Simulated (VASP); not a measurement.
# NaF (Fm-3m) in VASP: notebook

NaF is run at these levels: PBE; tasks: single point.

Everything below comes from runs of VASP 6.6.1. Logs are shortened: lines on timing, memory, paths and dates and some standing lists are left out, and cuts for length are marked.

### 1 The cell of the first run

The structure is cubic, space group Fm-3m (No. 225). The conventional cell has a = 4.647 Å, b = 4.647 Å, c = 4.647 Å, α = 90.00°, β = 90.00°, γ = 90.00°. Na (site symmetry m-3m) has 6 F at 2.32 Å within 3.1 Å. Within 3.1 Å of F (site symmetry m-3m) lie 6 Na at 2.32 Å.

### 2 Single point, PBE

Contents of INCAR:

```
SYSTEM = NaF
PREC = Accurate
ENCUT = 520
EDIFF = 1E-7
ISMEAR = 0
SIGMA = 0.05
LREAL = .False.
LASPH = .True.
NELM = 60
ALGO = Normal
ISIF = 2
LWAVE = .False.
LCHARG = .True.
GGA = PE
LELF = .True.
LVHAR = .True.
NBANDS = 14
```

Contents of KPOINTS:

```
Automatic mesh
0
Gamma
  8 8 8
  0 0 0
```

Contents of POSCAR:

```
NaF
1.0
    0.0000000000      2.3233000000      2.3233000000
    2.3233000000      0.0000000000      2.3233000000
    2.3233000000      2.3233000000      0.0000000000
Na F
1 1
Direct
    0.0000000000      0.0000000000      0.0000000000
    0.5000000000      0.5000000000      0.5000000000
```

Potentials or basis: VASP PAW PBE potentials, release 64 (Na_pv, F).

Run with:

```
cat potpaw_PBE.64/Na_pv/POTCAR potpaw_PBE.64/F/POTCAR > POTCAR
mpirun -np 1 vasp_std > vasp.out
```

OUTCAR:

```text
SYSTEM = NaF
   PREC = Accurate
   ENCUT = 520
   EDIFF = 1E-7
   ISMEAR = 0
   LREAL = .False.
   LASPH = .True.
   NELM = 60
   ISIF = 2
   GGA = PE

 ion  position               nearest neighbor table
   1  0.000  0.000  0.000-   2 2.32   2 2.32   2 2.32   2 2.32   2 2.32   2 2.32
   2  0.500  0.500  0.500-   1 2.32   1 2.32   1 2.32   1 2.32   1 2.32   1 2.32

  LATTYP: Found a face centered cubic cell.
 ALAT       =     4.6466000000

  Lattice vectors:

 A1 = (   0.0000000000,   2.3233000000,   2.3233000000)
 A2 = (   2.3233000000,   0.0000000000,   2.3233000000)
 A3 = (   2.3233000000,   2.3233000000,   0.0000000000)

Analysis of symmetry for initial positions (statically):
=====================================================================
 Subroutine PRICEL returns:
 Original cell was already a primitive cell.

 Routine SETGRP: Setting up the symmetry group for a
 face centered cubic supercell.

 Subroutine GETGRP returns: Found 48 space group operations
 (whereof 48 operations were pure point group operations)
 out of a pool of 48 trial point group operations.

The static configuration has the point symmetry O_h .

Analysis of symmetry for dynamics (positions and initial velocities):
=====================================================================
 Subroutine PRICEL returns:
 Original cell was already a primitive cell.

 Routine SETGRP: Setting up the symmetry group for a
 face centered cubic supercell.

 Subroutine GETGRP returns: Found 48 space group operations
 (whereof 48 operations were pure point group operations)
 out of a pool of 48 trial point group operations.

The dynamic configuration has the point symmetry O_h .

 Subroutine INISYM returns: Found 48 space group operations
 (whereof 48 operations are pure point group operations),
 and found     1 'primitive' translations

----------------------------------------------------------------------------------------

                                     Primitive cell

  volume of cell :      25.0811

  direct lattice vectors                    reciprocal lattice vectors
     0.000000000  2.323300000  2.323300000    -0.215211122  0.215211122  0.215211122
     2.323300000  0.000000000  2.323300000     0.215211122 -0.215211122  0.215211122
     2.323300000  2.323300000  0.000000000     0.215211122  0.215211122 -0.215211122

  length of vectors
     3.285642369  3.285642369  3.285642369     0.372756598  0.372756598  0.372756598

  position of ions in fractional coordinates (direct lattice)
     0.000000000  0.000000000  0.000000000
     0.500000000  0.500000000  0.500000000

  ion indices of the primitive-cell ions
   primitive index   ion index
                 1           1
[... 87 lines left out ...]
   EFERMI =   0.00;   METHOD = LEGACY
   ISMEAR =     0;   SIGMA  =   0.05  broadening in eV -4-tet -1-fermi 0-gaus
   EFERMI_NEDOS =   21; number of points for ismear=-14 and -15
   IALGO  =     38    algorithm
   IMIX   =      4    mixing-type and parameters
     AMIX     =   0.40;   BMIX     =  1.00
     AMIX_MAG =   1.60;   BMIX_MAG =  1.00
  volume/ion in A,a.u.               =      12.54        84.63
  Fermi-wavevector in a.u.,A,eV,Ry     =   1.347935  2.547227 24.720809  1.816928
  Thomas-Fermi vector in A             =   2.475645
   LORBIT       =      0    0 simple, 1 ext, 2 COOP (PROOUT), +10 PAW based schemes
   GGA     = PE    functional components
   LHFCALC =     F    Hartree Fock is set to
   AEXX    =    0.0000 exact exchange contribution
   IVDW    =     0    specifies the selected vdW correction
   LEPSILON=     F    determine dielectric tensor
   LRPA    =     F    only Hartree local field effects (RPA)
 non-spin polarized calculation
 Gauss-broadening in eV      SIGMA  =   0.05
  energy-cutoff  :      520.00
  volume of cell :       25.08
 maximum number of plane-waves:       692
   NGX = 13   NGY = 13   NGZ = 13

 number of electron      13.9999982 magnetization

 Free energy of the ion-electron system (eV)
  ---------------------------------------------------
  ext. energy  EPLUGINS =         0.00000000
  ---------------------------------------------------
  free energy    TOTEN  =        -8.56411012 eV

  energy without entropy =       -8.56411012  energy(sigma->0) =       -8.56411012

 E-fermi :  -1.7886     XC(G=0):  -9.1161

 val. band max:       -2.1193499048   @ k =   0.0000   0.0000   0.0000
 cond. band min:       4.1363896055   @ k =   0.0000   0.0000   0.0000
 fundamental gap:      6.2557395103
 Fermi energy:        -1.7885658177

 k-point     1 :       0.0000    0.0000    0.0000
  band No.  band energies     occupation
      1     -21.2784      2.00000
      2     -21.0905      2.00000
      3     -21.0905      2.00000
      4     -21.0905      2.00000
      5      -2.1194      2.00000
      6      -2.1193      2.00000
      7      -2.1193      2.00000
      8       4.1364      0.00000
      9      16.7986      0.00000
     10      16.7986      0.00000
     11      16.7986      0.00000
     12      19.6452      0.00000
     13      21.8118      0.00000
     14      21.8118      0.00000
[... 377 lines left out ...]
      1     -21.7582      2.00000
      2     -21.1434      2.00000
      3     -21.1206      2.00000
      4     -20.4510      2.00000
      5      -3.4123      2.00000
      6      -2.6892      2.00000
      7      -2.4514      2.00000
      8       9.6141      0.00000
      9      10.5311      0.00000
     10      14.9162      0.00000
     11      16.7570      0.00000
     12      19.9481      0.00000
     13      21.0043      0.00000
     14      25.7413      0.00000

 [... further k-points ...]

------------------------ aborting loop because EDIFF is reached ----------------------------------------

  FORCE on cell =-STRESS in cart. coord.  units (eV):
  Direction    XX          YY          ZZ          XY          YZ          ZX
  --------------------------------------------------------------------------------------
  -------------------------------------------------------------------------------------
  Total        0.2475087      0.2475087      0.2475087      0.0000000     -0.0000000      0.0000000
  in kB       15.8108506     15.8108506     15.8108506      0.0000000     -0.0000000      0.0000000
  external PRESSURE =      15.8108506 kB  Pullay stress =       0.0000000 kB

 VOLUME and BASIS-vectors are now :
 -----------------------------------------------------------------------------
  energy-cutoff  :      520.00
  volume of cell :       25.08
      direct lattice vectors                 reciprocal lattice vectors
     0.000000000  2.323300000  2.323300000    -0.215211122  0.215211122  0.215211122
     2.323300000  0.000000000  2.323300000     0.215211122 -0.215211122  0.215211122
     2.323300000  2.323300000  0.000000000     0.215211122  0.215211122 -0.215211122

 POSITION                                       TOTAL-FORCE (eV/Angst)
 -----------------------------------------------------------------------------------
      0.00000      0.00000      0.00000        -0.000000     -0.000000     -0.000000
      2.32330      2.32330      2.32330         0.000000      0.000000      0.000000
 -----------------------------------------------------------------------------------
    total drift:                                0.000000     -0.000000      0.000000

  FREE ENERGIE OF THE ION-ELECTRON SYSTEM (eV)
  ---------------------------------------------------
  free  energy   TOTEN  =        -8.5641101155 eV

  energy  without entropy=       -8.5641101155  energy(sigma->0) =       -8.56411012
```

OSZICAR:

```text
N       E                     dE             d eps       ncg     rms          rms(c)
DAV:   1     0.110034331873E+03    0.11003E+03   -0.77056E+03   812   0.126E+03
DAV:   2    -0.356842075622E+01   -0.11360E+03   -0.10575E+03   860   0.347E+02
DAV:   3    -0.941065803091E+01   -0.58422E+01   -0.58302E+01  1040   0.711E+01
DAV:   4    -0.946056269137E+01   -0.49905E-01   -0.49902E-01   902   0.683E+00
DAV:   5    -0.946102293628E+01   -0.46024E-03   -0.46024E-03  1010   0.670E-01    0.542E+00
DAV:   6    -0.857223112332E+01    0.88879E+00   -0.30905E+00   966   0.147E+01    0.183E+00
DAV:   7    -0.856209961444E+01    0.10132E-01   -0.28854E-02   848   0.203E+00    0.106E+00
DAV:   8    -0.856354212625E+01   -0.14425E-02   -0.29005E-02   878   0.340E+00    0.148E-01
DAV:   9    -0.856420936228E+01   -0.66724E-03   -0.40795E-03   956   0.587E-01    0.122E-01
DAV:  10    -0.856411161139E+01    0.97751E-04   -0.76131E-04   884   0.312E-01    0.147E-02
DAV:  11    -0.856410991336E+01    0.16980E-05   -0.27146E-05   968   0.739E-02    0.331E-03
DAV:  12    -0.856411031855E+01   -0.40519E-06   -0.15109E-06   872   0.146E-02    0.207E-03
DAV:  13    -0.856411016635E+01    0.15220E-06   -0.33471E-07   884   0.491E-03    0.634E-04
DAV:  14    -0.856411011555E+01    0.50804E-07   -0.29609E-08   604   0.246E-03
   1 F= -.85641101E+01 E0= -.85641101E+01  d E =-.162256E-22
```

It took 8.6 s on 1 thread of AMD EPYC 7R13 (Zen 3), shared host; peak memory 0.1 GiB.

Results:

* Free energy: -8.5641 eV
* Pressure: 1.6 GPa
* Band gap on the k mesh: 6.26 eV, direct

### 3 Single point, PBE

Contents of INCAR:

```
SYSTEM = NaF
ALGO = Normal
EDIFF = 1E-6
ENCUT = 520
GGA = PE
ISIF = 2
ISMEAR = 0
LASPH = .TRUE.
LCHARG = .FALSE.
LREAL = .FALSE.
LWAVE = .FALSE.
NBANDS = 14
NELM = 60
PREC = Accurate
SIGMA = 0.05
```

Contents of KPOINTS:

```
k-points
0
G
  10 10 10
  0 0 0
```

POSCAR is that of step 2.

Potentials or basis: VASP PAW PBE potentials, release 64 (Na_pv, F).

Run with:

```
cat potpaw_PBE.64/Na_pv/POTCAR potpaw_PBE.64/F/POTCAR > POTCAR
mpirun -np 1 vasp_std > vasp.out
```

Run time: 11 s. Hardware: 1 thread of AMD EPYC 7R13 (Zen 3), shared host; peak memory 0.11 GiB.

It converged, with:

```
Free energy            : -8.5641 eV
Pressure               : 1.6 GPa
Band gap on the k mesh : 6.26 eV, direct
```

Levels at points of the mesh, in eV from the valence-band top:
| k point | band 3 | band 4 | band 5 | band 6 | band 7 | band 8 | band 9 | band 10 | band 11 | band 12 |
| --- | --- | --- | --- | --- | --- | --- | --- | --- | --- | --- |
| (0.00, 0.00, 0.00) | -18.97 | -18.97 | 0.00 | 0.00 | 0.00 | 6.26 | 18.92 | 18.92 | 18.92 | 21.76 |
| (0.50, 0.00, 0.00) | -18.98 | -18.20 | -1.57 | -0.25 | -0.25 | 10.73 | 12.40 | 20.02 | 20.02 | 22.82 |
| (0.50, 0.50, 0.00) | -19.02 | -18.91 | -1.26 | -0.40 | -0.40 | 13.09 | 13.28 | 13.52 | 19.66 | 19.66 |

A k mesh can miss the band edges. PBE gaps usually lie below the measured ones, often by a third to a half.
